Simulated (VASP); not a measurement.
# CdH6 (Pm-3m) in VASP: relaxation of cell and atoms with PBE

Aim: the relaxation of cell and atoms of CdH6 with PBE.

Program: VASP 6.6.1. These are calculated values, not measurements. Logs are shortened: lines on timing, memory, paths and dates and some standing lists are left out, and cuts for length are marked.

**1. The cell of the first run**

Symmetry: Pm-3m, No. 221, cubic system. The conventional cell has a = 5.966 Å, b = 5.966 Å, c = 5.966 Å, α = 90.00°, β = 90.00°, γ = 90.00°. Cd (site symmetry m-3m) has 24 H at 4.24 Å within 5.6 Å. H (site symmetry 4mm) has 1 H at 0.75 Å within 1.0 Å.

**2. Relaxation of cell and atoms, PBE**

INCAR

```
SYSTEM = CdH6
  PREC = Accurate
  ENCUT = 600
  EDIFF = 1E-7
  ISMEAR = 0
  SIGMA = 0.01
  LREAL = .FALSE.
  LASPH = .TRUE.
  NELM = 80
  ALGO = Normal
  ISIF = 3
  LWAVE = .FALSE.
  LCHARG = .FALSE.
  GGA = PE
  IBRION = 2
  NSW = 80
  EDIFFG = -0.001
```

KPOINTS

```
regular mesh
0
G
  4 4 4
  0 0 0
```

POSCAR

```
CdH6
1.0
    5.9663094078      0.0000000000      0.0000000000
    0.0000000000      5.9663094078      0.0000000000
    0.0000000000      0.0000000000      5.9663094078
Cd H
1 6
Direct
    0.0000000000      0.0000000000      0.0000000000
    0.0628808557      0.5000000000      0.5000000000
    0.5000000000      0.0628808557      0.5000000000
    0.9371191443      0.5000000000      0.5000000000
    0.5000000000      0.9371191443      0.5000000000
    0.5000000000      0.5000000000      0.0628808557
    0.5000000000      0.5000000000      0.9371191443
```

Potentials or basis: VASP PAW PBE potentials, release 64 (Cd, H).

Run with:

```
> cat potpaw_PBE.64/Cd/POTCAR potpaw_PBE.64/H/POTCAR > POTCAR
> mpirun -np 1 vasp_std > vasp.out
```

OUTCAR:

```text
SYSTEM = CdH6
   PREC = Accurate
   ENCUT = 600
   EDIFF = 1E-7
   ISMEAR = 0
   LREAL = .FALSE.
   LASPH = .TRUE.
   NELM = 80
   ISIF = 3
   GGA = PE
   IBRION = 2
   NSW = 80
   EDIFFG = -0.001

 ion  position               nearest neighbor table
   1  0.000  0.000  0.000-
   2  0.063  0.500  0.500-   4 0.75
   3  0.500  0.063  0.500-   5 0.75
   4  0.937  0.500  0.500-   2 0.75
   5  0.500  0.937  0.500-   3 0.75
   6  0.500  0.500  0.063-   7 0.75
   7  0.500  0.500  0.937-   6 0.75

  LATTYP: Found a simple cubic cell.
 ALAT       =     5.9663094078

  Lattice vectors:

 A1 = (   5.9663094078,   0.0000000000,   0.0000000000)
 A2 = (   0.0000000000,   5.9663094078,   0.0000000000)
 A3 = (   0.0000000000,   0.0000000000,   5.9663094078)

Analysis of symmetry for initial positions (statically):
=====================================================================
 Subroutine PRICEL returns:
 Original cell was already a primitive cell.

 Routine SETGRP: Setting up the symmetry group for a
 simple cubic supercell.

 Subroutine GETGRP returns: Found 48 space group operations
 (whereof 48 operations were pure point group operations)
 out of a pool of 48 trial point group operations.

The static configuration has the point symmetry O_h .

Analysis of symmetry for dynamics (positions and initial velocities):
=====================================================================
 Subroutine PRICEL returns:
 Original cell was already a primitive cell.

 Routine SETGRP: Setting up the symmetry group for a
 simple cubic supercell.

 Subroutine GETGRP returns: Found 48 space group operations
 (whereof 48 operations were pure point group operations)
 out of a pool of 48 trial point group operations.

The dynamic configuration has the point symmetry O_h .

 Subroutine INISYM returns: Found 48 space group operations
 (whereof 48 operations are pure point group operations),
 and found     1 'primitive' translations

----------------------------------------------------------------------------------------

                                     Primitive cell

  volume of cell :     212.3818

  direct lattice vectors                    reciprocal lattice vectors
     5.966309408  0.000000000  0.000000000     0.167607801  0.000000000  0.000000000
     0.000000000  5.966309408  0.000000000     0.000000000  0.167607801  0.000000000
     0.000000000  0.000000000  5.966309408     0.000000000  0.000000000  0.167607801

  length of vectors
     5.966309408  5.966309408  5.966309408     0.167607801  0.167607801  0.167607801

  position of ions in fractional coordinates (direct lattice)
     0.000000000  0.000000000  0.000000000
     0.062880856  0.500000000  0.500000000
     0.500000000  0.062880856  0.500000000
     0.937119144  0.500000000  0.500000000
     0.500000000  0.937119144  0.500000000
     0.500000000  0.500000000  0.062880856
     0.500000000  0.500000000  0.937119144

  ion indices of the primitive-cell ions
   primitive index   ion index
                 1           1
                 2           2
                 3           3
                 4           4
                 5           5
                 6           6
                 7           7

----------------------------------------------------------------------------------------

 KPOINTS: regular mesh

Automatic generation of k-mesh.
 Grid dimensions read from file:
 generate k-points for:    4    4    4

 Generating k-lattice:

  Cartesian coordinates                     Fractional coordinates (reciprocal lattice)
     0.041901950  0.000000000  0.000000000     0.250000000  0.000000000  0.000000000
     0.000000000  0.041901950  0.000000000     0.000000000  0.250000000  0.000000000
     0.000000000  0.000000000  0.041901950     0.000000000  0.000000000  0.250000000

  Length of vectors
     0.041901950  0.041901950  0.041901950

  Shift w.r.t. Gamma in fractional coordinates (k-lattice)
     0.000000000  0.000000000  0.000000000

 Subroutine IBZKPT returns following result:
 ===========================================

 Found     10 irreducible k-points:

 Following reciprocal coordinates:
            Coordinates               Weight
  0.000000  0.000000  0.000000      1.000000
  0.250000  0.000000  0.000000      6.000000
  0.500000  0.000000  0.000000      3.000000
  0.250000  0.250000  0.000000     12.000000
  0.500000  0.250000  0.000000     12.000000
  0.500000  0.500000  0.000000      3.000000
  0.250000  0.250000  0.250000      8.000000
  0.500000  0.250000  0.250000     12.000000
  0.500000  0.500000  0.250000      6.000000
  0.500000  0.500000  0.500000      1.000000
   k-points           NKPTS =     10   k-points in BZ     NKDIM =     10   number of bands    NBANDS=     13
   number of dos      NEDOS =    301   number of ions     NIONS =      7
   total plane-waves  NPLWV = 110592
   dimension x,y,z NGX =    48 NGY =   48 NGZ =   48
   dimension x,y,z NGXF=    96 NGYF=   96 NGZF=   96
   ions per type =               1   6
   NGX,Y,Z   is equivalent  to a cutoff of  13.37, 13.37, 13.37 a.u.
   NGXF,Y,Z  is equivalent  to a cutoff of  26.75, 26.75, 26.75 a.u.
 SYSTEM =  CdH6
   PREC   = accura    normal or accurate (medium, high low for compatibility)
   ISTART =      0    job   : 0-new  1-cont  2-samecut
   ICHARG =      2    charge: 1-file 2-atom 10-const
   ISPIN  =      1    spin polarized calculation?
   LNONCOLLINEAR =      F non collinear calculations
   LSORBIT =      F    spin-orbit coupling
   LASPH  =      T    aspherical Exc in radial PAW
   ENCUT  =  600.0 eV  44.10 Ry    6.64 a.u.  11.92 11.92 11.92*2*pi/ulx,y,z
   NELM   =     80;   NELMIN=  2; NELMDL= -5     # of ELM steps
   EDIFF  = 0.1E-06   stopping-criterion for ELM
   LREAL  =      F    real-space projection
   EDIFFG = -.1E-02   stopping-criterion for IOM
   NSW    =     80    number of steps for IOM
   IBRION =      2    ionic relax: 0-MD 1-quasi-New 2-CG
   NFREE  =      1    steps in history (QN), initial steepest desc. (CG)
   ISIF   =      3    stress and relaxation
   ISYM   =      2    0-nonsym 1-usesym 2-fastsym
   POTIM  = 0.5000    time-step for ionic-motion
   TEBEG  =    0.0;   TEEND  =   0.0 temperature during run
   PSTRESS=    0.0 pullay stress
   NELECT =      18.0000    total number of electrons
   NUPDOWN=      -1.0000    fix difference up-down
   EMIN   =  10.00;   EMAX   =-10.00  energy-range for DOS
   EFERMI =   0.00;   METHOD = LEGACY
   ISMEAR =     0;   SIGMA  =   0.01  broadening in eV -4-tet -1-fermi 0-gaus
   EFERMI_NEDOS =   21; number of points for ismear=-14 and -15
   IALGO  =     38    algorithm
   IMIX   =      4    mixing-type and parameters
     AMIX     =   0.40;   BMIX     =  1.00
     AMIX_MAG =   1.60;   BMIX_MAG =  1.00
  volume/ion in A,a.u.               =      30.34       204.75
  Fermi-wavevector in a.u.,A,eV,Ry     =   0.719107  1.358914  7.035766  0.517114
  Thomas-Fermi vector in A             =   1.808217
   LORBIT       =      0    0 simple, 1 ext, 2 COOP (PROOUT), +10 PAW based schemes
   GGA     = PE    functional components
   LHFCALC =     F    Hartree Fock is set to
   AEXX    =    0.0000 exact exchange contribution
   IVDW    =     0    specifies the selected vdW correction
   LEPSILON=     F    determine dielectric tensor
   LRPA    =     F    only Hartree local field effects (RPA)
 conjugate gradient relaxation of ions
 non-spin polarized calculation
 Gauss-broadening in eV      SIGMA  =   0.01
  energy-cutoff  :      600.00
  volume of cell :      212.38
 maximum number of plane-waves:      7120
 NGX is ok and might be reduce to    48
   NGX = 23   NGY = 23   NGZ = 23

--------------------------------------- Ionic step        1  -------------------------------------------

 number of electron      18.0000014 magnetization

 Free energy of the ion-electron system (eV)
  ---------------------------------------------------
  ext. energy  EPLUGINS =         0.00000000
  ---------------------------------------------------
  free energy    TOTEN  =       -20.38494956 eV

  energy without entropy =      -20.38494956  energy(sigma->0) =      -20.38494956

------------------------ aborting loop because EDIFF is reached ----------------------------------------

  FORCE on cell =-STRESS in cart. coord.  units (eV):
  Direction    XX          YY          ZZ          XY          YZ          ZX
  --------------------------------------------------------------------------------------
  -------------------------------------------------------------------------------------
  Total       -0.0213850     -0.0213850     -0.0213850      0.0000000     -0.0000000      0.0000000
  in kB       -0.1613255     -0.1613255     -0.1613255      0.0000000     -0.0000000      0.0000000
  external PRESSURE =      -0.1613255 kB  Pullay stress =       0.0000000 kB
[... 67 lines left out ...]
  energy  without entropy=      -20.3848472285  energy(sigma->0) =      -20.38484723

--------------------------------------- Ionic step        3  -------------------------------------------

 number of electron      18.0000014 magnetization

 Free energy of the ion-electron system (eV)
  ---------------------------------------------------
  ext. energy  EPLUGINS =         0.00000000
  ---------------------------------------------------
  free energy    TOTEN  =       -20.38496972 eV

  energy without entropy =      -20.38496972  energy(sigma->0) =      -20.38496972

 E-fermi :  -4.1315     XC(G=0):  -4.4614

 val. band max:       -4.2124665675   @ k =   0.5000   0.5000   0.5000
 cond. band min:      -0.4424426741   @ k =   0.5000   0.5000   0.5000
 fundamental gap:      3.7700238934
 Fermi energy:        -4.1314797567

 k-point     1 :       0.0000    0.0000    0.0000
  band No.  band energies     occupation
      1     -10.4640      2.00000
      2     -10.4640      2.00000
      3     -10.4596      2.00000
      4     -10.4596      2.00000
      5     -10.4596      2.00000
      6      -9.5156      2.00000
      7      -9.1639      2.00000
      8      -9.1639      2.00000
      9      -4.4142      2.00000
     10       0.2286      0.00000
     11       0.2286      0.00000
     12       0.2286      0.00000
     13       2.4748      0.00000
[... 176 lines left out ...]
  FREE ENERGIE OF THE ION-ELECTRON SYSTEM (eV)
  ---------------------------------------------------
  free  energy   TOTEN  =       -20.3849697218 eV

  energy  without entropy=      -20.3849697218  energy(sigma->0) =      -20.38496972

 reached required accuracy - stopping structural energy minimisation
```

It took 64 s on 1 thread of Intel Xeon Platinum 8488C (Sapphire Rapids), shared host; peak memory 0.33 GiB.

Results:

```
Free energy                           : -20.3850 eV
Relaxed volume                        : 30.34 Å³/atom
Relaxed cell                          : a = 5.966 Å, b = 5.966 Å, c = 5.966 Å, α = 90.00°, β = 90.00°, γ = 90.00°
Space group after relaxing (to 0.1 Å) : Pm-3m (No. 221)
Energy gained by relaxing             : 0.0 meV/atom
Ionic steps                           : 3
Pressure after relaxing               : 0.0 GPa
Band gap on the k mesh                : 3.77 eV
```

Final structure:
```xyz
7
Lattice="5.9661 0.0000 0.0000 0.0000 5.9661 0.0000 0.0000 0.0000 5.9661" Properties=species:S:1:pos:R:3 pbc="T T T"
Cd    0.0000    0.0000    0.0000
H     0.3749    2.9830    2.9830
H     2.9830    0.3749    2.9830
H     5.5912    2.9830    2.9830
H     2.9830    5.5912    2.9830
H     2.9830    2.9830    0.3749
H     2.9830    2.9830    5.5912
```
